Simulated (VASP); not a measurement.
# Zn2CdTe3 (P6/mmm) in VASP: further runs

Runs on Zn2CdTe3. Level: PBE. Tasks: single point.

All numbers are computed with VASP 6.6.1; they aren't measurements. Logs are shortened: lines on timing, memory, paths and dates and some standing lists are left out, and cuts for length are marked.

## Step 1: The cell of the first run

The structure is hexagonal, space group P6/mmm (No. 191). Conventional cell: a = 6.404 Å, b = 6.404 Å, c = 7.735 Å, α = 90.00°, β = 90.00°, γ = 120.00°. Within 3.3 Å of Zn (site symmetry 6mm) lie 1 Zn at 2.50 Å and 1 Cd at 2.62 Å. Cd (site symmetry 6/mmm) has 2 Zn at 2.62 Å and 6 Te at 3.20 Å within 3.5 Å. Within 4.2 Å of Te (site symmetry mmm) lie 4 Te at 3.20 Å and 2 Cd at 3.20 Å and 4 Zn at 4.14 Å.

The cell was built from a structure type or drawn by symmetry, and may not be a known phase.

## Step 2: Single point, PBE

INCAR reads:

```
SYSTEM = Zn2CdTe3
PREC = Accurate
ENCUT = 520
EDIFF = 1E-7
ISMEAR = 0
SIGMA = 0.1
LREAL = .FALSE.
LASPH = .TRUE.
NELM = 80
ALGO = Normal
ISIF = 2
LWAVE = .FALSE.
LCHARG = .FALSE.
GGA = PE
NBANDS = 36
```

KPOINTS reads:

```
Automatic mesh
0
G
  6 6 2
  0 0 0
```

POSCAR reads:

```
Zn2CdTe3
1.0
    6.4043930049     -0.0000000036      0.0000000000
   -3.2021964993      5.5463670398      0.0000000000
    0.0000000000      0.0000000000      7.7345353841
Zn Cd Te
2 1 3
Direct
    0.0000000000      0.0000000000      0.6615103853
    0.0000000000      0.0000000000      0.3384896147
    0.0000000000      0.0000000000      0.0000000000
    0.5000000000      0.0000000000      0.0000000000
    0.0000000000      0.5000000000      0.0000000000
    0.5000000000      0.5000000000      0.0000000000
```

Potentials or basis: VASP PAW PBE potentials, release 64 (Zn, Cd, Te).

Started as:

```console
cat potpaw_PBE.64/Zn/POTCAR potpaw_PBE.64/Cd/POTCAR potpaw_PBE.64/Te/POTCAR > POTCAR
mpirun -np 1 vasp_std > vasp.out
```

OUTCAR:

```text
SYSTEM = Zn2CdTe3
   PREC = Accurate
   ENCUT = 520
   EDIFF = 1E-7
   ISMEAR = 0
   LREAL = .FALSE.
   LASPH = .TRUE.
   NELM = 80
   ISIF = 2
   GGA = PE

 ion  position               nearest neighbor table
   1  0.000  0.000  0.662-   2 2.50   3 2.62
   2  0.000  0.000  0.338-   1 2.50   3 2.62
   3  0.000  0.000  0.000-   1 2.62   2 2.62   5 3.20   5 3.20   6 3.20   6 3.20   4 3.20   4 3.20

   4  0.500  0.000  0.000-   6 3.20   6 3.20   5 3.20   5 3.20   3 3.20   3 3.20
   5  0.000  0.500  0.000-   3 3.20   3 3.20   4 3.20   4 3.20   6 3.20   6 3.20
   6  0.500  0.500  0.000-   4 3.20   4 3.20   3 3.20   3 3.20   5 3.20   5 3.20

  LATTYP: Found a hexagonal cell.
 ALAT       =     6.4043930049
 C/A-ratio  =     1.2076921854

  Lattice vectors:

 A1 = (   6.4043930049,  -0.0000000036,   0.0000000000)
 A2 = (  -3.2021964993,   5.5463670398,   0.0000000000)
 A3 = (   0.0000000000,   0.0000000000,   7.7345353841)

Analysis of symmetry for initial positions (statically):
=====================================================================
 Subroutine PRICEL returns:
 Original cell was already a primitive cell.

 Routine SETGRP: Setting up the symmetry group for a
 hexagonal supercell.

 Subroutine GETGRP returns: Found 24 space group operations
 (whereof 24 operations were pure point group operations)
 out of a pool of 24 trial point group operations.

The static configuration has the point symmetry D_6h.

Analysis of symmetry for dynamics (positions and initial velocities):
=====================================================================
 Subroutine PRICEL returns:
 Original cell was already a primitive cell.

 Routine SETGRP: Setting up the symmetry group for a
 hexagonal supercell.

 Subroutine GETGRP returns: Found 24 space group operations
 (whereof 24 operations were pure point group operations)
 out of a pool of 24 trial point group operations.

The dynamic configuration has the point symmetry D_6h.

 Subroutine INISYM returns: Found 24 space group operations
 (whereof 24 operations are pure point group operations),
 and found     1 'primitive' translations

----------------------------------------------------------------------------------------

                                     Primitive cell
[... 87 lines left out ...]
   NELM   =     80;   NELMIN=  2; NELMDL= -5     # of ELM steps
   EDIFF  = 0.1E-06   stopping-criterion for ELM
   LREAL  =      F    real-space projection
   EDIFFG = 0.1E-05   stopping-criterion for IOM
   NSW    =      0    number of steps for IOM
   IBRION =     -1    ionic relax: 0-MD 1-quasi-New 2-CG
   NFREE  =      0    steps in history (QN), initial steepest desc. (CG)
   ISIF   =      2    stress and relaxation
   ISYM   =      2    0-nonsym 1-usesym 2-fastsym
   POTIM  = 0.5000    time-step for ionic-motion
   TEBEG  =    0.0;   TEEND  =   0.0 temperature during run
   PSTRESS=    0.0 pullay stress
   NELECT =      54.0000    total number of electrons
   NUPDOWN=      -1.0000    fix difference up-down
   EMIN   =  10.00;   EMAX   =-10.00  energy-range for DOS
   EFERMI =   0.00;   METHOD = LEGACY
   ISMEAR =     0;   SIGMA  =   0.10  broadening in eV -4-tet -1-fermi 0-gaus
   EFERMI_NEDOS =   21; number of points for ismear=-14 and -15
   IALGO  =     38    algorithm
   IMIX   =      4    mixing-type and parameters
     AMIX     =   0.40;   BMIX     =  1.00
     AMIX_MAG =   1.60;   BMIX_MAG =  1.00
  volume/ion in A,a.u.               =      45.79       309.01
  Fermi-wavevector in a.u.,A,eV,Ry     =   0.951844  1.798724 12.326976  0.906007
  Thomas-Fermi vector in A             =   2.080352
   LORBIT       =      0    0 simple, 1 ext, 2 COOP (PROOUT), +10 PAW based schemes
   GGA     = PE    functional components
   LHFCALC =     F    Hartree Fock is set to
   AEXX    =    0.0000 exact exchange contribution
   IVDW    =     0    specifies the selected vdW correction
   LEPSILON=     F    determine dielectric tensor
   LRPA    =     F    only Hartree local field effects (RPA)
 non-spin polarized calculation
 Gauss-broadening in eV      SIGMA  =   0.10
  energy-cutoff  :      520.00
  volume of cell :      274.74
 maximum number of plane-waves:      7439
 NGX is ok and might be reduce to    48
   NGX = 23   NGY = 23   NGZ = 29

 number of electron      54.0000004 magnetization

 Free energy of the ion-electron system (eV)
  ---------------------------------------------------
  ext. energy  EPLUGINS =         0.00000000
  ---------------------------------------------------
  free energy    TOTEN  =       -10.11245651 eV

  energy without entropy =      -10.07517079  energy(sigma->0) =      -10.09381365

 E-fermi :   0.6215     XC(G=0):  -6.8075

 val. band max:        0.6184862140   @ k =   0.3333   0.1667   0.0000
 cond. band min:       0.6374079470   @ k =   0.3333   0.1667   0.0000
 fundamental gap:      0.0189217330
 Fermi energy:         0.6214829148

 k-point     1 :       0.0000    0.0000    0.0000
  band No.  band energies     occupation
      1     -11.6315      2.00000
      2      -9.1627      2.00000
      3      -9.1627      2.00000
      4      -8.2702      2.00000
      5      -7.9070      2.00000
      6      -7.9070      2.00000
[... 535 lines left out ...]
     35       4.0737      0.00000
     36       5.8381      0.00000

------------------------ aborting loop because EDIFF is reached ----------------------------------------

  FORCE on cell =-STRESS in cart. coord.  units (eV):
  Direction    XX          YY          ZZ          XY          YZ          ZX
  --------------------------------------------------------------------------------------
  -------------------------------------------------------------------------------------
  Total        0.3618863      0.3618863      0.1554542      0.0000000     -0.0000000      0.0000000
  in kB        2.1103863      2.1103863      0.9065513      0.0000000     -0.0000000      0.0000000
  external PRESSURE =       1.7091080 kB  Pullay stress =       0.0000000 kB

 VOLUME and BASIS-vectors are now :
 -----------------------------------------------------------------------------
  energy-cutoff  :      520.00
  volume of cell :      274.74
      direct lattice vectors                 reciprocal lattice vectors
     6.404393005 -0.000000004  0.000000000     0.156142823  0.090149100  0.000000000
    -3.202196499  5.546367040  0.000000000     0.000000000  0.180298201  0.000000000
     0.000000000  0.000000000  7.734535384     0.000000000  0.000000000  0.129290248

 POSITION                                       TOTAL-FORCE (eV/Angst)
 -----------------------------------------------------------------------------------
      0.00000      0.00000      5.11648        -0.000000     -0.000000     -0.009715
      0.00000      0.00000      2.61806         0.000000      0.000000      0.009715
      0.00000      0.00000      0.00000        -0.000000     -0.000000      0.000000
      3.20220     -0.00000      0.00000        -0.000000     -0.000000      0.000000
     -1.60110      2.77318      0.00000        -0.000000     -0.000000      0.000000
      1.60110      2.77318      0.00000        -0.000000     -0.000000      0.000000
 -----------------------------------------------------------------------------------
    total drift:                                0.000000      0.000000      0.000000

  FREE ENERGIE OF THE ION-ELECTRON SYSTEM (eV)
  ---------------------------------------------------
  free  energy   TOTEN  =       -10.1124565123 eV

  energy  without entropy=      -10.0751707883  energy(sigma->0) =      -10.09381365
```

stdout:

```text
POSCAR found type information on POSCAR ZnCdTe
 POSCAR found :  3 types and       6 ions
 scaLAPACK will be used
 LDA part: xc-table for (Slater+PW92), standard interpolation
 POSCAR, INCAR and KPOINTS ok, starting setup
 FFT: planning ... GRIDC
 FFT: planning ... GRID_SOFT
 FFT: planning ... GRID
 WAVECAR not read
 entering main loop
```

Run time: 89 s. Hardware: 1 thread of Intel Xeon 6975P-C (Granite Rapids), shared host; peak memory 0.43 GiB.

Results:

```
Free energy            : -10.1125 eV
Pressure               : 0.2 GPa
Largest force          : 0.010 eV/Å
Band gap on the k mesh : zero (bands 27 and 28 overlap by 1.71 eV)
```

Forces on the atoms (eV/Å):
```
Zn   0.000  0.000 -0.010
Zn   0.000  0.000  0.010
Cd   0.000  0.000  0.000
Te   0.000  0.000  0.000
Te   0.000  0.000  0.000
Te   0.000  0.000  0.000
```

Stress tensor (GPa, compression positive):
```
0.21 0.00 0.00
0.00 0.21 0.00
0.00 0.00 0.09
```

Levels at points of the mesh, in eV from the Fermi level:
```csv
k point,band 25,band 26,band 27,band 28,band 29,band 30
"(0.00, 0.00, 0.00)",-0.78,-0.22,-0.22,1.77,2.46,2.46
"(0.50, 0.00, 0.00)",-1.22,-1.03,-0.64,-0.34,1.02,1.43
"(0.00, 0.00, 0.50)",-0.23,-0.23,1.36,1.59,1.77,2.24
"(0.50, 0.00, 0.50)",-1.21,-1.03,-0.41,-0.14,1.06,2.43
```

Caveat: the k points lie up to 0.41 Å⁻¹ apart, too coarse for converged energies and pressures of a metal; spin-orbit coupling is left out, which moves the levels of the heavy elements.

## Step 3: Single point, PBE

This run uses another cell than the first one, of 32.06 Å³/atom.

INCAR reads:

```
SYSTEM = Zn2CdTe3
ALGO = Normal
EDIFF = 1E-6
ENCUT = 520
GGA = PE
ISIF = 2
ISMEAR = 0
LASPH = .TRUE.
LCHARG = .TRUE.
LELF = .TRUE.
LREAL = .FALSE.
LVHAR = .TRUE.
LWAVE = .FALSE.
NBANDS = 36
NELM = 80
PREC = Accurate
SIGMA = 0.1
```

KPOINTS reads:

```
k-points
0
G
  6 6 2
  0 0 0
```

POSCAR reads:

```
Zn2CdTe3
1.0
    5.1083128700      0.0000000000      0.0000000000
   -2.5541564300      4.4239287100      0.0000000000
    0.0000000000      0.0000000000      8.5122889500
Zn Cd Te
2 1 3
Direct
    0.0000000000      0.0000000000      0.6172495900
    0.0000000000      0.0000000000      0.3827504100
    0.0000000000      0.0000000000      0.0000000000
    0.5000000000      0.0000000000      0.0000000000
    0.0000000000      0.5000000000      0.0000000000
    0.5000000000      0.5000000000      0.0000000000
```

Potentials or basis: VASP PAW PBE potentials, release 64 (Zn, Cd, Te).

Started as:

```console
cat potpaw_PBE.64/Zn/POTCAR potpaw_PBE.64/Cd/POTCAR potpaw_PBE.64/Te/POTCAR > POTCAR
mpirun -np 1 vasp_std > vasp.out
```

Run time: 60 s. Hardware: 1 thread of Intel Xeon 6975P-C (Granite Rapids), shared host; peak memory 0.35 GiB.

It converged, with:

```yaml
Free_energy: 2.8057 eV
Pressure: 39.5 GPa
Largest_force: 6.295 eV/Å
Band_gap_on_the_k_mesh: zero (bands 27 and 28 overlap by 1.95 eV)
```

Forces in eV/Å, atoms in the order of the input:
```
Zn   0.000  0.000  6.295
Zn   0.000  0.000 -6.295
Cd   0.000  0.000  0.000
Te   0.000  0.000  0.000
Te   0.000  0.000  0.000
Te   0.000  0.000  0.000
```

Stress tensor (GPa, compression positive):
```
54.85  0.00  0.00
 0.00 54.85  0.00
 0.00  0.00  8.95
```

Levels at points of the mesh, in eV from the Fermi level:
```tsv
k point	band 24	band 25	band 26	band 27	band 28	band 29	band 30	band 31
(0.00, 0.00, 0.00)	-3.20	-1.16	-1.10	-1.10	1.49	2.19	2.19	3.00
(0.50, 0.00, 0.00)	-2.48	-2.08	-1.69	-1.27	-1.19	-0.18	1.64	1.82
(0.00, 0.00, 0.50)	-3.59	-1.10	-1.10	-1.01	1.43	1.98	1.98	2.98
(0.50, 0.00, 0.50)	-2.47	-2.24	-1.69	-1.33	-0.76	0.28	0.32	1.94
```

Caveat: the k points lie up to 0.37 Å⁻¹ apart, too coarse for converged energies and pressures of a metal; spin-orbit coupling is left out, which moves the levels of the heavy elements; forces of over 1 eV/Å act on the atoms, so gaps and moduli don't describe the material at rest.
